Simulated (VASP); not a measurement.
# Ni (Fm-3m) in VASP: notebook

Ni is run at these levels: PBEsol; tasks: single point, relaxation of cell and atoms.

Program: VASP 6.6.1. These are calculated values, not measurements. Logs are shortened: lines on timing, memory, paths and dates and some standing lists are left out, and cuts for length are marked.

### Step 1. The cell of the first run

It takes space group Fm-3m (No. 225, cubic). Conventional cell: a = 3.463 Å, b = 3.463 Å, c = 3.463 Å, α = 90.00°, β = 90.00°, γ = 90.00°. Ni (site symmetry m-3m) has 12 Ni at 2.45 Å within 3.2 Å.

### Step 2. Single point, PBEsol, collinear spin, ferromagnetic start

The input, INCAR:

```
SYSTEM = Ni
PREC = Accurate
ENCUT = 520
EDIFF = 1E-6
ISMEAR = 0
SIGMA = 0.1
LREAL = .FALSE.
LASPH = .TRUE.
NELM = 150
ALGO = Fast
ISIF = 2
LWAVE = .FALSE.
LCHARG = .TRUE.
ISPIN = 2
MAGMOM = 0.81
LORBIT = 11
LMAXMIX = 4
GGA = PS
LELF = .TRUE.
LVHAR = .TRUE.
NBANDS = 15
```

The input, KPOINTS:

```
Automatic mesh
0
G
  20 20 20
  0 0 0
```

The input, POSCAR:

```
Ni
1.0
    0.0000000000      1.7315090692      1.7315090692
    1.7315090692      0.0000000000      1.7315090692
    1.7315090692      1.7315090692      0.0000000000
Ni
1
Direct
    0.0000000000      0.0000000000      0.0000000000
```

Potentials or basis: VASP PAW PBE potentials, release 64 (Ni).

Started as:

```bash
$ cat potpaw_PBE.64/Ni/POTCAR > POTCAR
$ mpirun -np 1 vasp_std > vasp.out
```

OUTCAR:

```text
SYSTEM = Ni
   PREC = Accurate
   ENCUT = 520
   EDIFF = 1E-6
   ISMEAR = 0
   LREAL = .FALSE.
   LASPH = .TRUE.
   NELM = 150
   ISIF = 2
   ISPIN = 2
   LORBIT = 11
   GGA = PS

 ion  position               nearest neighbor table
   1  0.000  0.000  0.000-

  LATTYP: Found a face centered cubic cell.
 ALAT       =     3.4630181384

  Lattice vectors:

 A1 = (   0.0000000000,   1.7315090692,   1.7315090692)
 A2 = (   1.7315090692,   0.0000000000,   1.7315090692)
 A3 = (   1.7315090692,   1.7315090692,   0.0000000000)

Analysis of symmetry for initial positions (statically):
=====================================================================
 Subroutine PRICEL returns:
 Original cell was already a primitive cell.

 Routine SETGRP: Setting up the symmetry group for a
 face centered cubic supercell.

 Subroutine GETGRP returns: Found 48 space group operations
 (whereof 48 operations were pure point group operations)
 out of a pool of 48 trial point group operations.

The static configuration has the point symmetry O_h .

Analysis of symmetry for dynamics (positions and initial velocities):
=====================================================================
 Subroutine PRICEL returns:
 Original cell was already a primitive cell.

 Routine SETGRP: Setting up the symmetry group for a
 face centered cubic supercell.

 Subroutine GETGRP returns: Found 48 space group operations
 (whereof 48 operations were pure point group operations)
 out of a pool of 48 trial point group operations.

The dynamic configuration has the point symmetry O_h .

Analysis of structural, dynamic, and magnetic symmetry:
=====================================================================
 Subroutine PRICEL returns:
 Original cell was already a primitive cell.

 Routine SETGRP: Setting up the symmetry group for a
 face centered cubic supercell.

 Subroutine GETGRP returns: Found 48 space group operations
 (whereof 48 operations were pure point group operations)
 out of a pool of 48 trial point group operations.

The overall configuration has the point symmetry O_h .

 Subroutine INISYM returns: Found 48 space group operations
 (whereof 48 operations are pure point group operations),
 and found     1 'primitive' translations

----------------------------------------------------------------------------------------

                                     Primitive cell

  volume of cell :      10.3826

  direct lattice vectors                    reciprocal lattice vectors
     0.000000000  1.731509069  1.731509069    -0.288765453  0.288765453  0.288765453
     1.731509069  0.000000000  1.731509069     0.288765453 -0.288765453  0.288765453
     1.731509069  1.731509069  0.000000000     0.288765453  0.288765453 -0.288765453

  length of vectors
     2.448723609  2.448723609  2.448723609     0.500156435  0.500156435  0.500156435

  position of ions in fractional coordinates (direct lattice)
     0.000000000  0.000000000  0.000000000

  ion indices of the primitive-cell ions
   primitive index   ion index
                 1           1

----------------------------------------------------------------------------------------

 KPOINTS: Automatic mesh

Automatic generation of k-mesh.
 Grid dimensions read from file:
 generate k-points for:   20   20   20

 Generating k-lattice:

  Cartesian coordinates                     Fractional coordinates (reciprocal lattice)
    -0.014438273  0.014438273  0.014438273     0.050000000  0.000000000  0.000000000
     0.014438273 -0.014438273  0.014438273     0.000000000  0.050000000  0.000000000
     0.014438273  0.014438273 -0.014438273     0.000000000  0.000000000  0.050000000

  Length of vectors
     0.025007822  0.025007822  0.025007822

  Shift w.r.t. Gamma in fractional coordinates (k-lattice)
     0.000000000  0.000000000  0.000000000

 Subroutine IBZKPT returns following result:
 ===========================================

 Found    256 irreducible k-points:

 Following reciprocal coordinates:
            Coordinates               Weight
  0.000000  0.000000  0.000000      1.000000
  0.050000  0.000000  0.000000      8.000000
  0.100000  0.000000  0.000000      8.000000
  0.150000  0.000000  0.000000      8.000000
  0.200000  0.000000  0.000000      8.000000
  0.250000  0.000000  0.000000      8.000000
[... 16 lines left out ...]
 -0.400000  0.050000  0.000000     24.000000
 -0.350000  0.050000  0.000000     24.000000
 [... further k-points ...]
   k-points           NKPTS =    256   k-points in BZ     NKDIM =    256   number of bands    NBANDS=     15
   number of dos      NEDOS =    301   number of ions     NIONS =      1
   total plane-waves  NPLWV =   5832
   dimension x,y,z NGX =    18 NGY =   18 NGZ =   18
   dimension x,y,z NGXF=    36 NGYF=   36 NGZF=   36
   ions per type =               1
   NGX,Y,Z   is equivalent  to a cutoff of  12.22, 12.22, 12.22 a.u.
   NGXF,Y,Z  is equivalent  to a cutoff of  24.44, 24.44, 24.44 a.u.
 SYSTEM =  Ni
   PREC   = accura    normal or accurate (medium, high low for compatibility)
   ISTART =      0    job   : 0-new  1-cont  2-samecut
   ICHARG =      2    charge: 1-file 2-atom 10-const
   ISPIN  =      2    spin polarized calculation?
   LNONCOLLINEAR =      F non collinear calculations
   LSORBIT =      F    spin-orbit coupling
   LASPH  =      T    aspherical Exc in radial PAW
   ENCUT  =  520.0 eV  38.22 Ry    6.18 a.u.   4.55  4.55  4.55*2*pi/ulx,y,z
   NELM   =    150;   NELMIN=  2; NELMDL= -5     # of ELM steps
   EDIFF  = 0.1E-05   stopping-criterion for ELM
   LREAL  =      F    real-space projection
   EDIFFG = 0.1E-04   stopping-criterion for IOM
   NSW    =      0    number of steps for IOM
   IBRION =     -1    ionic relax: 0-MD 1-quasi-New 2-CG
   NFREE  =      0    steps in history (QN), initial steepest desc. (CG)
   ISIF   =      2    stress and relaxation
   ISYM   =      2    0-nonsym 1-usesym 2-fastsym
   POTIM  = 0.5000    time-step for ionic-motion
   TEBEG  =    0.0;   TEEND  =   0.0 temperature during run
   PSTRESS=    0.0 pullay stress
   NELECT =      10.0000    total number of electrons
   NUPDOWN=      -1.0000    fix difference up-down
   EMIN   =  10.00;   EMAX   =-10.00  energy-range for DOS
   EFERMI =   0.00;   METHOD = LEGACY
   ISMEAR =     0;   SIGMA  =   0.10  broadening in eV -4-tet -1-fermi 0-gaus
   EFERMI_NEDOS =   21; number of points for ismear=-14 and -15
   IALGO  =     68    algorithm
   IMIX   =      4    mixing-type and parameters
     AMIX     =   0.40;   BMIX     =  1.00
     AMIX_MAG =   1.60;   BMIX_MAG =  1.00
  volume/ion in A,a.u.               =      10.38        70.06
  Fermi-wavevector in a.u.,A,eV,Ry     =   1.616740  3.055195 35.563544  2.613847
  Thomas-Fermi vector in A             =   2.711277
   LORBIT       =     11    0 simple, 1 ext, 2 COOP (PROOUT), +10 PAW based schemes
   GGA     = PS    functional components
   LHFCALC =     F    Hartree Fock is set to
   AEXX    =    0.0000 exact exchange contribution
   IVDW    =     0    specifies the selected vdW correction
   LEPSILON=     F    determine dielectric tensor
   LRPA    =     F    only Hartree local field effects (RPA)
 spin polarized calculation
 RMM-DIIS sequential band-by-band and
 Gauss-broadening in eV      SIGMA  =   0.10
  energy-cutoff  :      520.00
  volume of cell :       10.38
 maximum number of plane-waves:       295
   NGX =  9   NGY =  9   NGZ =  9

 number of electron      10.0000000 magnetization       0.8100000

 number of electron       9.9999994 magnetization       0.6226431

 Free energy of the ion-electron system (eV)
  ---------------------------------------------------
  ext. energy  EPLUGINS =         0.00000000
  ---------------------------------------------------
  free energy    TOTEN  =        -6.13995751 eV

  energy without entropy =       -6.13147613  energy(sigma->0) =       -6.13571682

 E-fermi :   9.8654     XC(G=0): -13.7155

 val. band max:        9.8650811819   @ k =  -0.4000   0.2500   0.0000
 cond. band min:       9.8666285525   @ k =   0.4000   0.0000   0.0000
 fundamental gap:      0.0015473706
 Fermi energy:         9.8653830984

 spin component 1

 k-point     1 :       0.0000    0.0000    0.0000
  band No.  band energies     occupation
      1       0.4738      1.00000
      2       7.3151      1.00000
      3       7.3151      1.00000
      4       7.3151      1.00000
      5       8.5651      1.00000
      6       8.5651      1.00000
      7      33.9588      0.00000
      8      38.1660      0.00000
      9      38.1660      0.00000
     10      38.1660      0.00000
     11      41.2463      0.00000
     12      41.2463      0.00000
     13      41.2463      0.00000
     14      44.1636      0.00000
[... 401 lines left out ...]
      2       7.3962      1.00000
      3       7.4549      1.00000
      4       7.5520      1.00000
      5       8.9328      1.00000
      6       9.3013      1.00000
      7      19.3550      0.00000
      8      32.0287      0.00000
      9      34.5331      0.00000
     10      36.5986      0.00000
     11      38.4922      0.00000
     12      40.3922      0.00000
     13      44.8453      0.00000
     14      51.6931      0.00000
     15      53.3993      0.00000

 [... further k-points ...]

 spin component 2

 k-point     1 :       0.0000    0.0000    0.0000
  band No.  band energies     occupation
      1       0.4650      1.00000
      2       8.0339      1.00000
      3       8.0339      1.00000
      4       8.0339      1.00000
      5       9.1741      1.00000
      6       9.1741      1.00000
      7      33.8518      0.00000
      8      38.1646      0.00000
      9      38.1646      0.00000
     10      38.1646      0.00000
     11      41.3704      0.00000
     12      41.3704      0.00000
     13      41.3704      0.00000
     14      44.0717      0.00000
[... 401 lines left out ...]
      2       7.9045      1.00000
      3       8.0324      1.00000
      4       8.0833      1.00000
      5       9.6514      0.99876
      6       9.9885      0.04081
      7      19.6140      0.00000
      8      32.0185      0.00000
      9      34.5661      0.00000
     10      36.7102      0.00000
     11      38.5554      0.00000
     12      40.4419      0.00000
     13      44.9369      0.00000
     14      51.7854      0.00000
     15      53.5848      0.00000

 [... further k-points ...]

------------------------ aborting loop because EDIFF is reached ----------------------------------------

  FORCE on cell =-STRESS in cart. coord.  units (eV):
  Direction    XX          YY          ZZ          XY          YZ          ZX
  --------------------------------------------------------------------------------------
  -------------------------------------------------------------------------------------
  Total       -0.0073302     -0.0073302     -0.0073302      0.0000000      0.0000000      0.0000000
  in kB       -1.1311480     -1.1311480     -1.1311480      0.0000000      0.0000000      0.0000000
  external PRESSURE =      -1.1311480 kB  Pullay stress =       0.0000000 kB

 VOLUME and BASIS-vectors are now :
 -----------------------------------------------------------------------------
  energy-cutoff  :      520.00
  volume of cell :       10.38
      direct lattice vectors                 reciprocal lattice vectors
     0.000000000  1.731509069  1.731509069    -0.288765453  0.288765453  0.288765453
     1.731509069  0.000000000  1.731509069     0.288765453 -0.288765453  0.288765453
     1.731509069  1.731509069  0.000000000     0.288765453  0.288765453 -0.288765453

 POSITION                                       TOTAL-FORCE (eV/Angst)
 -----------------------------------------------------------------------------------
      0.00000      0.00000      0.00000         0.000000     -0.000000     -0.000000
 -----------------------------------------------------------------------------------
    total drift:                                0.000000     -0.000000     -0.000000

  FREE ENERGIE OF THE ION-ELECTRON SYSTEM (eV)
  ---------------------------------------------------
  free  energy   TOTEN  =        -6.1399575129 eV

  energy  without entropy=       -6.1314761265  energy(sigma->0) =       -6.13571682

 total charge

# of ion       s       p       d       tot
------------------------------------------
    1        0.521   0.546   8.333   9.401

 magnetization (x)

# of ion       s       p       d       tot
------------------------------------------
    1       -0.006  -0.024   0.659   0.628
```

Wall time 44 s (1 thread of Intel Xeon Platinum 8559C (Emerald Rapids), shared host); peak memory 0.18 GiB.

What came out:

```yaml
Free_energy: -6.1400 eV
Pressure: -0.1 GPa
Net_moment: 0.62 μB per cell
Site_moments: Ni +0.63 μB
Valence_electrons_inside_the_program's_atomic_spheres: Ni 9.40
```

Levels at points of the mesh, in eV from the Fermi level:
Spin up:
| k point | band 1 | band 2 | band 3 | band 4 | band 5 | band 6 | band 7 | band 8 | band 9 | band 10 |
| --- | --- | --- | --- | --- | --- | --- | --- | --- | --- | --- |
| (0.00, 0.00, 0.00) | -9.39 | -2.55 | -2.55 | -2.55 | -1.30 | -1.30 | 24.09 | 28.30 | 28.30 | 28.30 |
| (0.50, 0.00, 0.00) | -5.12 | -2.54 | -2.54 | -0.58 | -0.58 | -0.43 | 5.98 | 22.56 | 25.43 | 25.43 |
| (0.50, 0.50, 0.00) | -4.96 | -4.45 | -0.54 | -0.43 | -0.43 | 2.42 | 9.62 | 15.20 | 15.20 | 20.29 |
Spin down:
```tsv
k point	band 2	band 3	band 4	band 5	band 6	band 7	band 8	band 9
(0.00, 0.00, 0.00)	-1.83	-1.83	-1.83	-0.69	-0.69	23.99	28.30	28.30
(0.50, 0.00, 0.00)	-1.93	-1.93	-0.46	0.16	0.16	6.40	22.46	25.53
(0.50, 0.50, 0.00)	-3.87	0.10	0.39	0.39	2.41	9.89	15.23	15.23
```

Caveat: the PAW data sets were made with another functional, which shifts forces and pressure a little.

(Continued in part 2 of 2.)
